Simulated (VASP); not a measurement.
# SiC (P6_3mc) in VASP: single point with PBE

Aim: the single point of SiC with PBE.

Everything below comes from runs of VASP 6.6.1. Logs are shortened: lines on timing, memory, paths and dates and some standing lists are left out, and cuts for length are marked.

## (1) The cell of the first run

The structure is hexagonal, space group P6_3mc (No. 186). The conventional cell has a = 3.094 Å, b = 3.094 Å, c = 15.181 Å, α = 90.00°, β = 90.00°, γ = 120.00°. Si (site symmetry 3m) has 4 C at 1.90 Å within 2.5 Å. Within 2.5 Å of Si (site symmetry 3m) lie 4 C at 1.89 to 1.90 Å. Within 2.5 Å of Si (site symmetry 3m) lie 4 C at 1.89 to 1.90 Å. C (site symmetry 3m) has 4 Si at 1.89 to 1.90 Å within 2.5 Å. Within 2.5 Å of C (site symmetry 3m) lie 4 Si at 1.90 Å. Within 2.5 Å of C (site symmetry 3m) lie 4 Si at 1.89 to 1.90 Å.

## (2) Single point, PBE

INCAR reads:

```
PREC = Accurate
ENCUT = 520
EDIFF = 1E-7
ISMEAR = 0
SIGMA = 0.05
LREAL = F
LASPH = T
NELM = 80
ALGO = Normal
ISIF = 2
LWAVE = F
LCHARG = F
GGA = PE
NBANDS = 36
```

KPOINTS reads:

```
Automatic mesh
0
Gamma
  12 12 4
```

POSCAR reads:

```
SiC
1.0
    3.0938374163      0.0000000000      0.0000000000
   -1.5469187081      2.6793417977      0.0000000000
    0.0000000000      0.0000000000     15.1814031260
Si C
6 6
Direct
    0.0000000000      0.0000000000      0.1250372902
    0.0000000000      0.0000000000      0.6250372902
    0.3333333333      0.6666666667      0.2918105090
    0.6666666667      0.3333333333      0.7918105090
    0.3333333333      0.6666666667      0.9583040633
    0.6666666667      0.3333333333      0.4583040633
    0.0000000000      0.0000000000     -0.0003132401
    0.0000000000      0.0000000000      0.4996867599
    0.3333333333      0.6666666667      0.1668398106
    0.6666666667      0.3333333333      0.6668398106
    0.3333333333      0.6666666667      0.8333215671
    0.6666666667      0.3333333333      0.3333215671
```

Potentials or basis: VASP PAW PBE potentials, release 64 (Si, C).

The run is started by

```sh
$ cat potpaw_PBE.64/Si/POTCAR potpaw_PBE.64/C/POTCAR > POTCAR
$ mpirun -np 1 vasp_std > vasp.out
```

OUTCAR:

```text
PREC = Accurate
   ENCUT = 520
   EDIFF = 1E-7
   ISMEAR = 0
   LREAL = F
   LASPH = T
   NELM = 80
   ISIF = 2
   GGA = PE

 ion  position               nearest neighbor table
   1  0.000  0.000  0.125-   9 1.90   9 1.90   9 1.90   7 1.90   5 3.10   5 3.10   5 3.10   3 3.10
                             3 3.10   3 3.10
   2  0.000  0.000  0.625-  10 1.90  10 1.90  10 1.90   8 1.90   6 3.10   6 3.10   6 3.10   4 3.10
                             4 3.10   4 3.10
   3  0.333  0.667  0.292-  12 1.89  12 1.89  12 1.89   9 1.90   6 3.10   6 3.10   6 3.10   1 3.10
                             1 3.10   1 3.10
   4  0.667  0.333  0.792-  11 1.89  11 1.89  11 1.89  10 1.90   5 3.10   5 3.10   5 3.10   2 3.10
                             2 3.10   2 3.10
   5  0.333  0.667  0.958-   7 1.89   7 1.89   7 1.89  11 1.90   4 3.10   4 3.10   4 3.10   1 3.10
                             1 3.10   1 3.10
   6  0.667  0.333  0.458-   8 1.89   8 1.89   8 1.89  12 1.90   3 3.10   3 3.10   3 3.10   2 3.10
                             2 3.10   2 3.10
   7  0.000  0.000  1.000-   5 1.89   5 1.89   5 1.89   1 1.90
   8  0.000  0.000  0.500-   6 1.89   6 1.89   6 1.89   2 1.90
   9  0.333  0.667  0.167-   1 1.90   1 1.90   1 1.90   3 1.90
  10  0.667  0.333  0.667-   2 1.90   2 1.90   2 1.90   4 1.90
  11  0.333  0.667  0.833-   4 1.89   4 1.89   4 1.89   5 1.90
  12  0.667  0.333  0.333-   3 1.89   3 1.89   3 1.89   6 1.90

  LATTYP: Found a hexagonal cell.
 ALAT       =     3.0938374163
 C/A-ratio  =     4.9069815518

  Lattice vectors:

 A1 = (   3.0938374163,   0.0000000000,   0.0000000000)
 A2 = (  -1.5469187081,   2.6793417977,   0.0000000000)
 A3 = (   0.0000000000,   0.0000000000,  15.1814031260)

Analysis of symmetry for initial positions (statically):
=====================================================================
 Subroutine PRICEL returns:
 Original cell was already a primitive cell.

 Routine SETGRP: Setting up the symmetry group for a
 hexagonal supercell.

 Subroutine GETGRP returns: Found 12 space group operations
 (whereof  6 operations were pure point group operations)
 out of a pool of 24 trial point group operations.

The static configuration has the point symmetry C_3v.
 The point group associated with its full space group is C_6v.

Analysis of symmetry for dynamics (positions and initial velocities):
=====================================================================
 Subroutine PRICEL returns:
 Original cell was already a primitive cell.

 Routine SETGRP: Setting up the symmetry group for a
 hexagonal supercell.

 Subroutine GETGRP returns: Found 12 space group operations
 (whereof  6 operations were pure point group operations)
 out of a pool of 24 trial point group operations.

The dynamic configuration has the point symmetry C_3v.
 The point group associated with its full space group is C_6v.

 Subroutine INISYM returns: Found 12 space group operations
 (whereof  6 operations are pure point group operations),
 and found     1 'primitive' translations

----------------------------------------------------------------------------------------

                                     Primitive cell

  volume of cell :     125.8455

  direct lattice vectors                    reciprocal lattice vectors
     3.093837416  0.000000000  0.000000000     0.323223190  0.186612996  0.000000000
    -1.546918708  2.679341798  0.000000000     0.000000000  0.373225992  0.000000000
     0.000000000  0.000000000 15.181403126     0.000000000  0.000000000  0.065870064

  length of vectors
     3.093837416  3.093837416 15.181403126     0.373225992  0.373225992  0.065870064

  position of ions in fractional coordinates (direct lattice)
     0.000000000  0.000000000  0.125037290
     0.000000000  0.000000000  0.625037290
     0.333333333  0.666666667  0.291810509
     0.666666667  0.333333333  0.791810509
     0.333333333  0.666666667  0.958304063
     0.666666667  0.333333333  0.458304063
     0.000000000  0.000000000  0.999686760
     0.000000000  0.000000000  0.499686760
     0.333333333  0.666666667  0.166839811
     0.666666667  0.333333333  0.666839811
     0.333333333  0.666666667  0.833321567
     0.666666667  0.333333333  0.333321567

  ion indices of the primitive-cell ions
   primitive index   ion index
                 1           1
                 2           2
                 3           3
                 4           4
                 5           5
                 6           6
                 7           7
                 8           8
                 9           9
                10          10
                11          11
                12          12

----------------------------------------------------------------------------------------

 KPOINTS: Automatic mesh

Automatic generation of k-mesh.
 Grid dimensions read from file:
 generate k-points for:   12   12    4

 Generating k-lattice:

  Cartesian coordinates                     Fractional coordinates (reciprocal lattice)
     0.026935266  0.015551083  0.000000000     0.083333333  0.000000000  0.000000000
     0.000000000  0.031102166  0.000000000     0.000000000  0.083333333  0.000000000
     0.000000000  0.000000000  0.016467516     0.000000000  0.000000000  0.250000000

  Length of vectors
     0.031102166  0.031102166  0.016467516

  Shift w.r.t. Gamma in fractional coordinates (k-lattice)
     0.000000000  0.000000000  0.000000000

 Subroutine IBZKPT returns following result:
 ===========================================

 Found     57 irreducible k-points:

 Following reciprocal coordinates:
            Coordinates               Weight
  0.000000  0.000000  0.000000      1.000000
  0.083333  0.000000  0.000000      6.000000
  0.166667  0.000000  0.000000      6.000000
  0.250000 -0.000000  0.000000      6.000000
  0.333333 -0.000000  0.000000      6.000000
  0.416667 -0.000000  0.000000      6.000000
[... 16 lines left out ...]
  0.250000 -0.000000  0.250000     12.000000
  0.333333 -0.000000  0.250000     12.000000
 [... further k-points ...]
   k-points           NKPTS =     57   k-points in BZ     NKDIM =     57   number of bands    NBANDS=     36
   number of dos      NEDOS =    301   number of ions     NIONS =     12
   total plane-waves  NPLWV =  69120
   dimension x,y,z NGX =    24 NGY =   24 NGZ =  120
   dimension x,y,z NGXF=    48 NGYF=   48 NGZF=  240
   ions per type =               6   6
   NGX,Y,Z   is equivalent  to a cutoff of  12.90, 12.90, 13.14 a.u.
   NGXF,Y,Z  is equivalent  to a cutoff of  25.79, 25.79, 26.28 a.u.
 SYSTEM =  unknown system
   PREC   = accura    normal or accurate (medium, high low for compatibility)
   ISTART =      0    job   : 0-new  1-cont  2-samecut
   ICHARG =      2    charge: 1-file 2-atom 10-const
   ISPIN  =      1    spin polarized calculation?
   LNONCOLLINEAR =      F non collinear calculations
   LSORBIT =      F    spin-orbit coupling
   LASPH  =      T    aspherical Exc in radial PAW
   ENCUT  =  520.0 eV  38.22 Ry    6.18 a.u.   5.75  5.75 28.23*2*pi/ulx,y,z
   NELM   =     80;   NELMIN=  2; NELMDL= -5     # of ELM steps
   EDIFF  = 0.1E-06   stopping-criterion for ELM
   LREAL  =      F    real-space projection
   EDIFFG = 0.1E-05   stopping-criterion for IOM
   NSW    =      0    number of steps for IOM
   IBRION =     -1    ionic relax: 0-MD 1-quasi-New 2-CG
   NFREE  =      0    steps in history (QN), initial steepest desc. (CG)
   ISIF   =      2    stress and relaxation
   ISYM   =      2    0-nonsym 1-usesym 2-fastsym
   POTIM  = 0.5000    time-step for ionic-motion
   TEBEG  =    0.0;   TEEND  =   0.0 temperature during run
   PSTRESS=    0.0 pullay stress
   NELECT =      48.0000    total number of electrons
   NUPDOWN=      -1.0000    fix difference up-down
   EMIN   =  10.00;   EMAX   =-10.00  energy-range for DOS
   EFERMI =   0.00;   METHOD = LEGACY
   ISMEAR =     0;   SIGMA  =   0.05  broadening in eV -4-tet -1-fermi 0-gaus
   EFERMI_NEDOS =   21; number of points for ismear=-14 and -15
   IALGO  =     38    algorithm
   IMIX   =      4    mixing-type and parameters
     AMIX     =   0.40;   BMIX     =  1.00
     AMIX_MAG =   1.60;   BMIX_MAG =  1.00
  volume/ion in A,a.u.               =      10.49        70.77
  Fermi-wavevector in a.u.,A,eV,Ry     =   1.187252  2.243580 19.178312  1.409566
  Thomas-Fermi vector in A             =   2.323407
   LORBIT       =      0    0 simple, 1 ext, 2 COOP (PROOUT), +10 PAW based schemes
   GGA     = PE    functional components
   LHFCALC =     F    Hartree Fock is set to
   AEXX    =    0.0000 exact exchange contribution
   IVDW    =     0    specifies the selected vdW correction
   LEPSILON=     F    determine dielectric tensor
   LRPA    =     F    only Hartree local field effects (RPA)
 non-spin polarized calculation
 Gauss-broadening in eV      SIGMA  =   0.05
  energy-cutoff  :      520.00
  volume of cell :      125.85
 maximum number of plane-waves:      3436
 NGX is ok and might be reduce to    24
   NGX = 11   NGY = 11   NGZ = 57

 number of electron      48.0000002 magnetization

 Free energy of the ion-electron system (eV)
  ---------------------------------------------------
  ext. energy  EPLUGINS =         0.00000000
  ---------------------------------------------------
  free energy    TOTEN  =       -90.37366566 eV

  energy without entropy =      -90.37366566  energy(sigma->0) =      -90.37366566

 E-fermi :   8.2442     XC(G=0): -11.2954

 val. band max:        8.0013475966   @ k =   0.0000   0.0000   0.0000
 cond. band min:      10.0239063390   @ k =   0.5000  -0.0000   0.2500
 fundamental gap:      2.0225587424
 Fermi energy:         8.2442077054

 k-point     1 :       0.0000    0.0000    0.0000
  band No.  band energies     occupation
      1      -7.3487      2.00000
      2      -6.8330      2.00000
      3      -6.7977      2.00000
      4      -5.3214      2.00000
      5      -5.2930      2.00000
      6      -3.8328      2.00000
[... 28 lines left out ...]
     35      15.2643      0.00000
     36      15.3740      0.00000

 k-point     2 :       0.0833    0.0000    0.0000
  band No.  band energies     occupation
      1      -7.2294      2.00000
      2      -6.7154      2.00000
      3      -6.6797      2.00000
      4      -5.2097      2.00000
      5      -5.1811      2.00000
      6      -3.7323      2.00000
[... 28 lines left out ...]
     35      15.2852      0.00000
     36      15.3445      0.00000

 k-point     3 :       0.1667    0.0000    0.0000
  band No.  band energies     occupation
      1      -6.8743      2.00000
      2      -6.3662      2.00000
      3      -6.3291      2.00000
      4      -4.8799      2.00000
      5      -4.8507      2.00000
      6      -3.4402      2.00000
[... 28 lines left out ...]
     35      15.5376      0.00000
     36      15.8749      0.00000
[... 742 lines left out ...]
 k-point    23 :       0.2500   -0.0000    0.2500
  band No.  band energies     occupation
      1      -6.2614      2.00000
      2      -6.0028      2.00000
      3      -5.4932      2.00000
      4      -4.7652      2.00000
      5      -3.8914      2.00000
      6      -3.1286      2.00000
[... 28 lines left out ...]
     35      15.7501      0.00000
     36      16.3489      0.00000

 k-point    24 :       0.3333   -0.0000    0.2500
  band No.  band energies     occupation
      1      -5.4824      2.00000
      2      -5.2347      2.00000
      3      -4.7487      2.00000
      4      -4.0658      2.00000
      5      -3.2713      2.00000
      6      -2.6220      2.00000
[... 28 lines left out ...]
     35      15.5460      0.00000
     36      15.9649      0.00000

 [... further k-points ...]

------------------------ aborting loop because EDIFF is reached ----------------------------------------

  FORCE on cell =-STRESS in cart. coord.  units (eV):
  Direction    XX          YY          ZZ          XY          YZ          ZX
  --------------------------------------------------------------------------------------
  -------------------------------------------------------------------------------------
  Total        0.1435493      0.1435493      0.1422786      0.0000000     -0.0000000      0.0000000
  in kB        1.8275709      1.8275709      1.8113931      0.0000000     -0.0000000      0.0000000
  external PRESSURE =       1.8221783 kB  Pullay stress =       0.0000000 kB

 VOLUME and BASIS-vectors are now :
 -----------------------------------------------------------------------------
  energy-cutoff  :      520.00
  volume of cell :      125.85
      direct lattice vectors                 reciprocal lattice vectors
     3.093837416  0.000000000  0.000000000     0.323223190  0.186612996  0.000000000
    -1.546918708  2.679341798  0.000000000     0.000000000  0.373225992  0.000000000
     0.000000000  0.000000000 15.181403126     0.000000000  0.000000000  0.065870064

 POSITION                                       TOTAL-FORCE (eV/Angst)
 -----------------------------------------------------------------------------------
      0.00000      0.00000      1.89824        -0.000000     -0.000000      0.002002
      0.00000      0.00000      9.48894        -0.000000      0.000000      0.002002
     -0.00000      1.78623      4.43009         0.000000      0.000000      0.004451
      1.54692      0.89311     12.02079         0.000000     -0.000000      0.004451
     -0.00000      1.78623     14.54840         0.000000     -0.000000      0.000791
      1.54692      0.89311      6.95770        -0.000000     -0.000000      0.000791
      0.00000      0.00000     15.17665        -0.000000      0.000000      0.000598
      0.00000      0.00000      7.58595         0.000000     -0.000000      0.000598
     -0.00000      1.78623      2.53286        -0.000000     -0.000000     -0.004282
      1.54692      0.89311     10.12356         0.000000      0.000000     -0.004282
     -0.00000      1.78623     12.65099        -0.000000      0.000000     -0.003561
      1.54692      0.89311      5.06029         0.000000     -0.000000     -0.003561
 -----------------------------------------------------------------------------------
    total drift:                                0.000000      0.000000      0.000157

  FREE ENERGIE OF THE ION-ELECTRON SYSTEM (eV)
  ---------------------------------------------------
  free  energy   TOTEN  =       -90.3736656611 eV

  energy  without entropy=      -90.3736656611  energy(sigma->0) =      -90.37366566
```

It took 2.2 min on 1 thread of Intel Xeon 6975P-C (Granite Rapids), shared host; peak memory 0.35 GiB.

What came out:

- Free energy: -90.3737 eV
- Pressure: 0.2 GPa
- Largest force: 0.004 eV/Å
- Band gap on the k mesh: 2.02 eV (least direct gap 3.12 eV)

Forces on the atoms (eV/Å):
```
Si   0.000  0.000  0.002
Si   0.000  0.000  0.002
Si   0.000  0.000  0.004
Si   0.000  0.000  0.004
Si   0.000  0.000  0.001
Si   0.000  0.000  0.001
C    0.000  0.000  0.001
C    0.000  0.000  0.001
C    0.000  0.000 -0.004
C    0.000  0.000 -0.004
C    0.000  0.000 -0.004
C    0.000  0.000 -0.004
```

A k mesh can miss the band edges. As with any semilocal functional, this PBE gap is likely too small.
